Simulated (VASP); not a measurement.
# Si (a cell with a defect) in VASP: further runs

Si (a cell with a defect) is run at these levels: PBEsol; tasks: single point.

All numbers are computed with VASP 6.6.1; they aren't measurements. Logs are shortened: lines on timing, memory, paths and dates and some standing lists are left out, and cuts for length are marked.

**1. The cell of the first run**

The cell holds a defect, 17 atoms: a = 7.679 Å, b = 7.679 Å, c = 7.679 Å, α = 60.00°, β = 60.00°, γ = 60.00°.

**2. Single point, PBEsol**

INCAR reads:

```
PREC = Accurate ; ENCUT = 520
EDIFF = 1E-6 ; ISMEAR = 0
SIGMA = 0.02 ; LREAL = Auto
LASPH = True ; NELM = 80
ALGO = Normal ; ISIF = 2
LWAVE = False ; LCHARG = False
GGA = PS ; NBANDS = 48
```

KPOINTS reads:

```
Automatic mesh
0
Gamma
  2 2 2
```

POSCAR reads:

```
Si
1.0
    0.0000000000      5.4300000000      5.4300000000
    5.4300000000      0.0000000000      5.4300000000
    5.4300000000      5.4300000000      0.0000000000
Si
17
Direct
    0.0024986257      0.0025437896      0.0025934595
    0.1251646161      0.1254144470      0.1257051255
    0.0019062582      0.0019232738      0.4944297031
    0.1280873013      0.1280676927      0.6223592198
    0.0020068588      0.4941277590      0.0020476225
    0.1281272808      0.6222678734      0.1280833841
   -0.0012347740      0.5004541758      0.5004854732
    0.1279669801      0.6219305407      0.6220557259
    0.4938687386      0.0021134547      0.0021371811
    0.6221827230      0.1281477942      0.1281234186
    0.5004579301     -0.0012855268      0.5005219423
    0.6218831107      0.1279508446      0.6221169264
    0.5004958350      0.5005285749     -0.0013451467
    0.6219501429      0.6220586278      0.1279351500
    0.5003087356      0.5003165277      0.5003266477
    0.6249785249      0.6249402638      0.6248946173
    0.8751828122      0.8754072871      0.8756631496
```

Potentials or basis: VASP PAW PBE potentials, release 64 (Si).

The run is started by

```console
$ cat potpaw_PBE.64/Si/POTCAR > POTCAR
$ mpirun -np 1 vasp_std > vasp.out
```

OUTCAR:

```text
PREC = Accurate
   ENCUT = 520
   EDIFF = 1E-6
   ISMEAR = 0
   LREAL = Auto
   LASPH = True
   NELM = 80
   ISIF = 2
   GGA = PS

 ion  position               nearest neighbor table
   1  0.002  0.003  0.003-   2 2.31   4 2.38   6 2.38  10 2.38  17 2.39
   2  0.125  0.125  0.126-   1 2.31   9 2.31   5 2.31   3 2.31
   3  0.002  0.002  0.494-   2 2.31   8 2.38  12 2.38   4 2.38  17 2.39
   4  0.128  0.128  0.622-  11 2.34   7 2.34   1 2.38   3 2.38  17 2.75
   5  0.002  0.494  0.002-   2 2.31   8 2.38  14 2.38   6 2.38  17 2.39
   6  0.128  0.622  0.128-  13 2.34   7 2.34   1 2.38   5 2.38  17 2.74
   7  0.999  0.500  0.500-   8 2.33   4 2.34   6 2.34  16 2.34
   8  0.128  0.622  0.622-   7 2.33  15 2.33   5 2.38   3 2.38  17 2.75
   9  0.494  0.002  0.002-   2 2.31  12 2.38  14 2.38  10 2.38  17 2.39
  10  0.622  0.128  0.128-  13 2.34  11 2.34   1 2.38   9 2.38  17 2.74
  11  0.500  0.999  0.501-  12 2.33   4 2.34  10 2.34  16 2.34
  12  0.622  0.128  0.622-  11 2.33  15 2.33   9 2.38   3 2.38  17 2.75
  13  0.500  0.501  0.999-  14 2.33   6 2.34  10 2.34  16 2.34
  14  0.622  0.622  0.128-  13 2.33  15 2.34   9 2.38   5 2.38  17 2.75
  15  0.500  0.500  0.500-   8 2.33  12 2.33  14 2.34  16 2.34
  16  0.625  0.625  0.625-  13 2.34  11 2.34   7 2.34  15 2.34
  17  0.875  0.875  0.876-   3 2.39   5 2.39   9 2.39   1 2.39  10 2.74   6 2.74   4 2.75  14 2.75
                            12 2.75   8 2.75

  LATTYP: Found a face centered cubic cell.
 ALAT       =    10.8600000000

  Lattice vectors:

 A1 = (   0.0000000000,   5.4300000000,   5.4300000000)
 A2 = (   5.4300000000,   0.0000000000,   5.4300000000)
 A3 = (   5.4300000000,   5.4300000000,   0.0000000000)

Analysis of symmetry for initial positions (statically):
=====================================================================
 Subroutine PRICEL returns:
 Original cell was already a primitive cell.

 Routine SETGRP: Setting up the symmetry group for a
 face centered cubic supercell.

 Subroutine GETGRP returns: Found  1 space group operations
 (whereof  1 operations were pure point group operations)
 out of a pool of 48 trial point group operations.

The static configuration has the point symmetry C_1 .

Analysis of symmetry for dynamics (positions and initial velocities):
=====================================================================
 Subroutine PRICEL returns:
 Original cell was already a primitive cell.

 Routine SETGRP: Setting up the symmetry group for a
 face centered cubic supercell.

 Subroutine GETGRP returns: Found  1 space group operations
 (whereof  1 operations were pure point group operations)
 out of a pool of 48 trial point group operations.

The dynamic configuration has the point symmetry C_1 .

 Subroutine INISYM returns: Found  1 space group operations
 (whereof  1 operations are pure point group operations),
 and found     1 'primitive' translations

----------------------------------------------------------------------------------------

                                     Primitive cell

  volume of cell :     320.2060

  direct lattice vectors                    reciprocal lattice vectors
     0.000000000  5.430000000  5.430000000    -0.092081031  0.092081031  0.092081031
     5.430000000  0.000000000  5.430000000     0.092081031 -0.092081031  0.092081031
     5.430000000  5.430000000  0.000000000     0.092081031  0.092081031 -0.092081031

  length of vectors
     7.679179644  7.679179644  7.679179644     0.159489025  0.159489025  0.159489025

  position of ions in fractional coordinates (direct lattice)
     0.002498626  0.002543790  0.002593459
     0.125164616  0.125414447  0.125705125
     0.001906258  0.001923274  0.494429703
     0.128087301  0.128067693  0.622359220
     0.002006859  0.494127759  0.002047623
     0.128127281  0.622267873  0.128083384
[... 9 lines left out ...]
     0.624978525  0.624940264  0.624894617
     0.875182812  0.875407287  0.875663150

  ion indices of the primitive-cell ions
   primitive index   ion index
                 1           1
                 2           2
                 3           3
                 4           4
                 5           5
                 6           6
[... 9 lines left out ...]
                16          16
                17          17

----------------------------------------------------------------------------------------

 KPOINTS: Automatic mesh

Automatic generation of k-mesh.
 Grid dimensions read from file:
 generate k-points for:    2    2    2

 Generating k-lattice:

  Cartesian coordinates                     Fractional coordinates (reciprocal lattice)
    -0.046040516  0.046040516  0.046040516     0.500000000  0.000000000  0.000000000
     0.046040516 -0.046040516  0.046040516     0.000000000  0.500000000  0.000000000
     0.046040516  0.046040516 -0.046040516     0.000000000  0.000000000  0.500000000

  Length of vectors
     0.079744512  0.079744512  0.079744512

  Shift w.r.t. Gamma in fractional coordinates (k-lattice)
     0.000000000  0.000000000  0.000000000

 Subroutine IBZKPT returns following result:
 ===========================================

 Found      8 irreducible k-points:

 Following reciprocal coordinates:
            Coordinates               Weight
  0.000000  0.000000  0.000000      1.000000
  0.500000  0.000000  0.000000      1.000000
  0.000000  0.500000  0.000000      1.000000
  0.000000  0.000000  0.500000      1.000000
  0.500000  0.500000  0.500000      1.000000
  0.500000  0.500000  0.000000      1.000000
  0.000000  0.500000  0.500000      1.000000
  0.500000  0.000000  0.500000      1.000000
   k-points           NKPTS =      8   k-points in BZ     NKDIM =      8   number of bands    NBANDS=     48
   number of dos      NEDOS =    301   number of ions     NIONS =     17
   total plane-waves  NPLWV = 216000
   dimension x,y,z NGX =    60 NGY =   60 NGZ =   60
   dimension x,y,z NGXF=   120 NGYF=  120 NGZF=  120
   ions per type =              17
   NGX,Y,Z   is equivalent  to a cutoff of  12.99, 12.99, 12.99 a.u.
   NGXF,Y,Z  is equivalent  to a cutoff of  25.98, 25.98, 25.98 a.u.
 SYSTEM =  unknown system
   PREC   = accura    normal or accurate (medium, high low for compatibility)
   ISTART =      0    job   : 0-new  1-cont  2-samecut
   ICHARG =      2    charge: 1-file 2-atom 10-const
   ISPIN  =      1    spin polarized calculation?
   LNONCOLLINEAR =      F non collinear calculations
   LSORBIT =      F    spin-orbit coupling
   LASPH  =      T    aspherical Exc in radial PAW
   ENCUT  =  520.0 eV  38.22 Ry    6.18 a.u.  14.28 14.28 14.28*2*pi/ulx,y,z
   NELM   =     80;   NELMIN=  2; NELMDL= -5     # of ELM steps
   EDIFF  = 0.1E-05   stopping-criterion for ELM
   LREAL  =      T    real-space projection
   EDIFFG = 0.1E-04   stopping-criterion for IOM
   NSW    =      0    number of steps for IOM
   IBRION =     -1    ionic relax: 0-MD 1-quasi-New 2-CG
   NFREE  =      0    steps in history (QN), initial steepest desc. (CG)
   ISIF   =      2    stress and relaxation
   ISYM   =      2    0-nonsym 1-usesym 2-fastsym
   POTIM  = 0.5000    time-step for ionic-motion
   TEBEG  =    0.0;   TEEND  =   0.0 temperature during run
   PSTRESS=    0.0 pullay stress
   NELECT =      68.0000    total number of electrons
   NUPDOWN=      -1.0000    fix difference up-down
   EMIN   =  10.00;   EMAX   =-10.00  energy-range for DOS
   EFERMI =   0.00;   METHOD = LEGACY
   ISMEAR =     0;   SIGMA  =   0.02  broadening in eV -4-tet -1-fermi 0-gaus
   EFERMI_NEDOS =   21; number of points for ismear=-14 and -15
   IALGO  =     38    algorithm
   IMIX   =      4    mixing-type and parameters
     AMIX     =   0.40;   BMIX     =  1.00
     AMIX_MAG =   1.60;   BMIX_MAG =  1.00
  volume/ion in A,a.u.               =      18.84       127.11
  Fermi-wavevector in a.u.,A,eV,Ry     =   0.976715  1.845724 12.979587  0.953973
  Thomas-Fermi vector in A             =   2.107356
   LORBIT       =      0    0 simple, 1 ext, 2 COOP (PROOUT), +10 PAW based schemes
   GGA     = PS    functional components
   LHFCALC =     F    Hartree Fock is set to
   AEXX    =    0.0000 exact exchange contribution
   IVDW    =     0    specifies the selected vdW correction
   LEPSILON=     F    determine dielectric tensor
   LRPA    =     F    only Hartree local field effects (RPA)
 non-spin polarized calculation
 Gauss-broadening in eV      SIGMA  =   0.02
  energy-cutoff  :      520.00
  volume of cell :      320.21
 maximum number of plane-waves:      8646
 NGX is ok and might be reduce to    60
   NGX = 29   NGY = 29   NGZ = 29

 number of electron      68.0000001 magnetization

 Free energy of the ion-electron system (eV)
  ---------------------------------------------------
  ext. energy  EPLUGINS =         0.00000000
  ---------------------------------------------------
  free energy    TOTEN  =       -93.92157845 eV

  energy without entropy =      -93.91764556  energy(sigma->0) =      -93.91961200

 E-fermi :   6.8055     XC(G=0):  -9.8056

 val. band max:        6.5676050097   @ k =   0.0000   0.0000   0.0000
 cond. band min:       6.8116442680   @ k =   0.0000   0.5000   0.5000
 fundamental gap:      0.2440392583
 Fermi energy:         6.8054718287

 k-point     1 :       0.0000    0.0000    0.0000
  band No.  band energies     occupation
      1      -6.3873      2.00000
      2      -3.8265      2.00000
      3      -3.6840      2.00000
      4      -3.6825      2.00000
      5      -3.6824      2.00000
      6      -2.8689      2.00000
[... 38 lines left out ...]
     45       8.0230      0.00000
     46       8.9731      0.00000

 k-point     2 :       0.5000    0.0000    0.0000
  band No.  band energies     occupation
      1      -5.9856      2.00000
      2      -5.0177      2.00000
      3      -3.6273      2.00000
      4      -3.4886      2.00000
      5      -3.4854      2.00000
      6      -3.0046      2.00000
[... 286 lines left out ...]
 k-point     8 :       0.5000    0.0000    0.5000
  band No.  band energies     occupation
      1      -5.8522      2.00000
      2      -4.7873      2.00000
      3      -4.0472      2.00000
      4      -3.9385      2.00000
      5      -3.9378      2.00000
      6      -3.6808      2.00000
[... 38 lines left out ...]
     45      10.0353      0.00000
     46      10.0393      0.00000
 [bands above 46 left out]

------------------------ aborting loop because EDIFF is reached ----------------------------------------

  FORCE on cell =-STRESS in cart. coord.  units (eV):
  Direction    XX          YY          ZZ          XY          YZ          ZX
  --------------------------------------------------------------------------------------
  -------------------------------------------------------------------------------------
  Total        7.0235462      7.0261904      7.0289478     -0.0038189     -0.0076938     -0.0046948
  in kB       35.1428956     35.1561259     35.1699231     -0.0191082     -0.0384965     -0.0234908
  external PRESSURE =      35.1563149 kB  Pullay stress =       0.0000000 kB

 VOLUME and BASIS-vectors are now :
 -----------------------------------------------------------------------------
  energy-cutoff  :      520.00
  volume of cell :      320.21
      direct lattice vectors                 reciprocal lattice vectors
     0.000000000  5.430000000  5.430000000    -0.092081031  0.092081031  0.092081031
     5.430000000  0.000000000  5.430000000     0.092081031 -0.092081031  0.092081031
     5.430000000  5.430000000  0.000000000     0.092081031  0.092081031 -0.092081031

 POSITION                                       TOTAL-FORCE (eV/Angst)
 -----------------------------------------------------------------------------------
      0.02790      0.02765      0.02738        -0.003928     -0.005698     -0.007200
      1.36358      1.36222      1.36064        -0.002310     -0.001857     -0.000941
      2.69520      2.69510      0.02079        -0.006176     -0.006896      0.014651
      4.07482      4.07492      1.39092        -0.002081     -0.003174     -0.011425
      2.69423      0.02202      2.69401        -0.004163      0.013235     -0.005632
      4.07441      1.39122      4.07465        -0.000984     -0.011654     -0.003563
[... 9 lines left out ...]
      6.78660      6.78681      6.78706        -0.000265     -0.000143      0.000033
      9.50831      9.50709      9.50570         0.001437      0.000415     -0.000610
 -----------------------------------------------------------------------------------
    total drift:                               -0.007653     -0.006574     -0.006316

  FREE ENERGIE OF THE ION-ELECTRON SYSTEM (eV)
  ---------------------------------------------------
  free  energy   TOTEN  =       -93.9215784460 eV

  energy  without entropy=      -93.9176455618  energy(sigma->0) =      -93.91961200
```

Wall time 6.1 min (1 thread of Intel Xeon 8259CL, shared host); peak memory 0.46 GiB.

Results:

| Item | Value |
| --- | --- |
| Free energy | -93.9216 eV |
| Pressure | 3.5 GPa |
| Largest force | 0.024 eV/Å |
| Band gap on the k mesh | zero (bands 34 and 35 overlap by 0.25 eV) |

Forces on the atoms (eV/Å):
```
Si  -0.004 -0.006 -0.007
Si  -0.002 -0.002 -0.001
Si  -0.006 -0.007  0.015
Si  -0.002 -0.003 -0.011
Si  -0.004  0.013 -0.006
Si  -0.001 -0.012 -0.004
Si   0.006 -0.014 -0.013
Si   0.018  0.003  0.004
Si   0.012 -0.002 -0.002
Si  -0.012 -0.001 -0.003
Si  -0.014  0.006 -0.012
Si   0.004  0.016  0.005
Si  -0.012 -0.012  0.006
Si   0.005  0.005  0.015
Si   0.012  0.014  0.015
Si   0.000  0.000  0.000
Si   0.001  0.000 -0.001
```

Levels at points of the mesh, in eV from the Fermi level:
```tsv
k point	band 31	band 32	band 33	band 34	band 35	band 36	band 37	band 38
(0.00, 0.00, 0.00)	-0.78	-0.77	-0.77	-0.25	-0.24	-0.24	0.04	0.04
(0.50, 0.00, 0.00)	-1.52	-1.37	-1.36	-0.34	0.51	0.52	0.87	0.87
(0.00, 0.50, 0.00)	-1.52	-1.37	-1.36	-0.34	0.51	0.52	0.87	0.87
(0.00, 0.00, 0.50)	-1.52	-1.37	-1.36	-0.34	0.51	0.51	0.87	0.87
(0.50, 0.50, 0.50)	-1.52	-1.37	-1.37	-0.34	0.51	0.52	0.86	0.86
(0.50, 0.50, 0.00)	-1.96	-1.83	-0.97	0.01	0.71	1.03	1.03	1.13
(0.00, 0.50, 0.50)	-1.96	-1.83	-0.97	0.01	0.71	1.03	1.04	1.13
(0.50, 0.00, 0.50)	-1.96	-1.83	-0.97	0.01	0.71	1.03	1.04	1.13
```

Caveat: the k points lie up to 0.50 Å⁻¹ apart; the PAW data sets were made with another functional, which shifts forces and pressure a little.

(Continued in part 2 of 3.)

The gap in the log of VASP goes by the Fermi energy; the results here count the filled bands.